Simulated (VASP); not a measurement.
# Pd (Im-3m) in VASP: further runs, part 2 of 2

VASP 6.6.1. The steps go on from the part before.

### 3 Single point, r2SCAN

This run uses another cell than the first one, of 15.48 Å³/atom, 1.034 times its volume.

POSCAR

```
Pd
1.0
   -1.5698711739      1.5698711739      1.5698711739
    1.5698711739     -1.5698711739      1.5698711739
    1.5698711739      1.5698711739     -1.5698711739
Pd
1
Direct
    0.0000000000      0.0000000000      0.0000000000
```

INCAR.step1

```
ALGO     = Normal         # electronic algorithm
EDIFF    = 1E-4           # SCF threshold, eV
ENCUT    = 520            # plane-wave cutoff, eV
GGA      = PE             # functional
ISMEAR   = 0              # smearing method
LASPH    = T              # aspherical terms in the spheres
LCHARG   = F              # write CHGCAR
LREAL    = F              # projectors in reciprocal space
LWAVE    = T              # write WAVECAR
NBANDS   = 11             # bands
NELM     = 100            # most SCF steps
PREC     = Accurate       # precision mode
SIGMA    = 0.05           # smearing width, eV
```

INCAR.step2

```
ALGO     = Normal         # electronic algorithm
EDIFF    = 1E-6           # SCF threshold, eV
ENCUT    = 520            # plane-wave cutoff, eV
ISIF     = 2              # what is computed and relaxed
ISMEAR   = 0              # smearing method
ISTART   = 1            
LASPH    = T              # aspherical terms in the spheres
LCHARG   = F              # write CHGCAR
LMIXTAU  = T            
LREAL    = F              # projectors in reciprocal space
LWAVE    = F              # write WAVECAR
METAGGA  = R2SCAN         # meta-GGA
NBANDS   = 11             # bands
NELM     = 100            # most SCF steps
PREC     = Accurate       # precision mode
SIGMA    = 0.05           # smearing width, eV
```

KPOINTS

```
k-points
0
Gamma
  18 18 18
```

Potentials or basis: VASP PAW PBE potentials, release 64 (Pd).

Run with:

```
> cat potpaw_PBE.64/Pd/POTCAR > POTCAR
> cp INCAR.step1 INCAR
> mpirun -np 1 vasp_std > vasp.out
> cp INCAR.step2 INCAR
> mpirun -np 1 vasp_std > vasp.out
```

OUTCAR:

```text
EDIFF = 1E-6
   ENCUT = 520
   ISIF = 2
   ISMEAR = 0
   ISTART = 1
   LASPH = T
   LREAL = F
   METAGGA = R2SCAN
   NELM = 100
   PREC = Accurate

 ion  position               nearest neighbor table
   1  0.000  0.000  0.000-

  LATTYP: Found a body centered cubic cell.
 ALAT       =     3.1397423478

  Lattice vectors:

 A1 = (  -1.5698711739,   1.5698711739,   1.5698711739)
 A2 = (   1.5698711739,  -1.5698711739,   1.5698711739)
 A3 = (   1.5698711739,   1.5698711739,  -1.5698711739)
[... 514 lines left out ...]
     11      33.3514      0.00000

 [... further k-points ...]

------------------------ aborting loop because EDIFF is reached ----------------------------------------

  FORCE on cell =-STRESS in cart. coord.  units (eV):
  Direction    XX          YY          ZZ          XY          YZ          ZX
  --------------------------------------------------------------------------------------
  -------------------------------------------------------------------------------------
  Total       -0.4274829     -0.4274829     -0.4274829     -0.0000000     -0.0000000      0.0000000
  in kB      -44.2565182    -44.2565182    -44.2565182     -0.0000000     -0.0000000      0.0000000
  external PRESSURE =     -44.2565182 kB  Pullay stress =       0.0000000 kB

 VOLUME and BASIS-vectors are now :
 -----------------------------------------------------------------------------
  energy-cutoff  :      520.00
  volume of cell :       15.48
      direct lattice vectors                 reciprocal lattice vectors
    -1.569871174  1.569871174  1.569871174     0.000000000  0.318497472  0.318497472
     1.569871174 -1.569871174  1.569871174     0.318497472  0.000000000  0.318497472
     1.569871174  1.569871174 -1.569871174     0.318497472  0.318497472  0.000000000

 POSITION                                       TOTAL-FORCE (eV/Angst)
 -----------------------------------------------------------------------------------
      0.00000      0.00000      0.00000        -0.000000      0.000000      0.000000
 -----------------------------------------------------------------------------------
    total drift:                                0.000000     -0.000000      0.000000

  FREE ENERGIE OF THE ION-ELECTRON SYSTEM (eV)
  ---------------------------------------------------
  free  energy   TOTEN  =       -22.9029304406 eV

  energy  without entropy=      -22.9009790630  energy(sigma->0) =      -22.90195475
```

It took 2 min on 1 thread of AMD EPYC 7R43 (Zen 3), shared host; peak memory 0.11 GiB.

Results:

* Free energy: -22.9029 eV
* Pressure: -4.4 GPa
* Band gap on the k mesh: zero (band 5 reaches 9.41 eV, above the bottom of band 6 at 7.78 eV)

Caveat: the PAW data sets were made with another functional, which shifts forces and pressure a little.

### 4 Single point, PBE

This run uses another cell than the first one, of 15.64 Å³/atom, 1.045 times its volume.

INCAR

```
SYSTEM = Pd
PREC = Accurate
ENCUT = 500
EDIFF = 1E-6
ISMEAR = 0
SIGMA = 0.05
LREAL = .FALSE.
LASPH = .TRUE.
NELM = 120
ALGO = Normal
ISIF = 2
LWAVE = .FALSE.
LCHARG = .TRUE.
GGA = PE
LELF = .TRUE.
LVHAR = .TRUE.
NBANDS = 11
GGA_COMPAT = .FALSE.
```

KPOINTS

```
regular mesh
0
G
  8 8 8
  0 0 0
```

POSCAR

```
Pd
1.0
   -1.5755058183      1.5755058183      1.5755058183
    1.5755058183     -1.5755058183      1.5755058183
    1.5755058183      1.5755058183     -1.5755058183
Pd
1
Direct
    0.0000000000      0.0000000000      0.0000000000
```

Run with:

```
> cat potpaw_PBE.64/Pd/POTCAR > POTCAR
> mpirun -np 1 vasp_std > vasp.out
```

Run time: 3.4 s. Hardware: 1 thread of Intel Xeon 6975P-C, shared host; peak memory 0.12 GiB.

The run converged. Its results:

```yaml
Free_energy: -5.1496 eV
Pressure: -2.0 GPa
Band_gap_on_the_k_mesh: zero (band 5 reaches 9.37 eV, above the bottom of band 6 at 7.95 eV)
```

Levels at points of the mesh, in eV from the Fermi level:
| k point | band 1 | band 2 | band 3 | band 4 | band 5 | band 6 | band 7 | band 8 | band 9 | band 10 |
| --- | --- | --- | --- | --- | --- | --- | --- | --- | --- | --- |
| (0.00, 0.00, 0.00) | -6.65 | -2.67 | -2.67 | -2.67 | -0.84 | -0.84 | 19.29 | 19.29 | 19.29 | 27.04 |
| (0.50, 0.00, 0.00) | -4.82 | -3.76 | -0.91 | -0.63 | 0.58 | 1.55 | 7.52 | 15.04 | 17.34 | 23.59 |
| (0.50, 0.50, 0.50) | -4.74 | -4.74 | 0.23 | 0.23 | 0.23 | 9.07 | 9.07 | 9.07 | 16.85 | 17.06 |

### 5 Single point, r2SCAN

This run uses another cell than the first one, of 15.02 Å³/atom, 1.004 times its volume.

POSCAR

```
Pd
1.0
   -1.5544442748      1.5544442748      1.5544442748
    1.5544442748     -1.5544442748      1.5544442748
    1.5544442748      1.5544442748     -1.5544442748
Pd
1
Direct
    0.0000000000      0.0000000000      0.0000000000
```

INCAR.step1

```
SYSTEM = Pd
  PREC = Accurate
  ENCUT = 550
  ISMEAR = 0
  SIGMA = 0.05
  LREAL = .FALSE.
  LASPH = .TRUE.
  NELM = 120
  NBANDS = 11
  GGA = PE
  ALGO = Normal
  EDIFF = 1E-5
  LWAVE = .TRUE.
  LCHARG = .FALSE.
  GGA_COMPAT = .FALSE.
```

INCAR.step2

```
SYSTEM = Pd
  PREC = Accurate
  ENCUT = 550
  EDIFF = 1E-6
  ISMEAR = 0
  SIGMA = 0.05
  LREAL = .FALSE.
  LASPH = .TRUE.
  NELM = 120
  ALGO = Normal
  ISIF = 2
  LWAVE = .FALSE.
  LCHARG = .TRUE.
  METAGGA = R2SCAN
  LMIXTAU = .TRUE.
  LELF = .TRUE.
  LVHAR = .TRUE.
  NBANDS = 11
  ISTART = 1
  GGA_COMPAT = .FALSE.
```

KPOINTS

```
regular mesh
0
G
  18 18 18
  0 0 0
```

Run with:

```
> cat potpaw_PBE.64/Pd/POTCAR > POTCAR
> cp INCAR.step1 INCAR
> mpirun -np 1 vasp_std > vasp.out
> cp INCAR.step2 INCAR
> mpirun -np 1 vasp_std > vasp.out
```

Run time: 66 s. Hardware: 1 thread of Intel Xeon 6975P-C, shared host; peak memory 0.17 GiB.

It converged, with:

| Item | Value |
| --- | --- |
| Free energy | -22.9081 eV |
| Pressure | 0.6 GPa |
| Band gap on the k mesh | zero (band 5 reaches 9.92 eV, above the bottom of band 6 at 8.20 eV) |

Levels at points of the mesh, in eV from the Fermi level:
| k point | band 1 | band 2 | band 3 | band 4 | band 5 | band 6 | band 7 | band 8 | band 9 | band 10 |
| --- | --- | --- | --- | --- | --- | --- | --- | --- | --- | --- |
| (0.00, 0.00, 0.00) | -7.04 | -2.98 | -2.98 | -2.98 | -1.04 | -1.04 | 20.30 | 20.30 | 20.30 | 22.63 |
| (0.50, 0.00, 0.00) | -5.31 | -4.19 | -1.09 | -0.80 | 0.60 | 1.70 | 8.20 | 15.89 | 18.57 | 22.60 |
| (0.50, 0.50, 0.50) | -5.30 | -5.30 | 0.21 | 0.21 | 0.21 | 9.73 | 9.73 | 9.73 | 18.20 | 18.20 |

Caveat: the PAW data sets were made with another functional, which shifts forces and pressure a little.

### 6 The runs side by side

| level | cell | k mesh | cutoff (eV) | gap on the mesh (eV) | pressure (GPa) |
| --- | --- | --- | --- | --- | --- |
| r2SCAN | a = 2.689 Å, angles 109.5°, 1 atom | 18 × 18 × 18 | 520 | none | 1.3 |
| r2SCAN | a = 2.719 Å, angles 109.5°, 1 atom | 18 × 18 × 18 | 520 | none | -4.4 |
| PBE | a = 2.729 Å, angles 109.5°, 1 atom | 8 × 8 × 8 | 500 | none | -2.0 |
| r2SCAN | a = 2.692 Å, angles 109.5°, 1 atom | 18 × 18 × 18 | 550 | none | 0.6 |

Alike in all rows: task single point; potentials or basis VASP PAW PBE potentials, release 64 (Pd); no spin polarisation; smearing gaussian 0.05 eV.

Caveats: the PAW data sets were made with another functional, which shifts forces and pressure a little (some runs).

Total energies depend on the potentials used, so only differences within one code and one set of settings carry meaning.
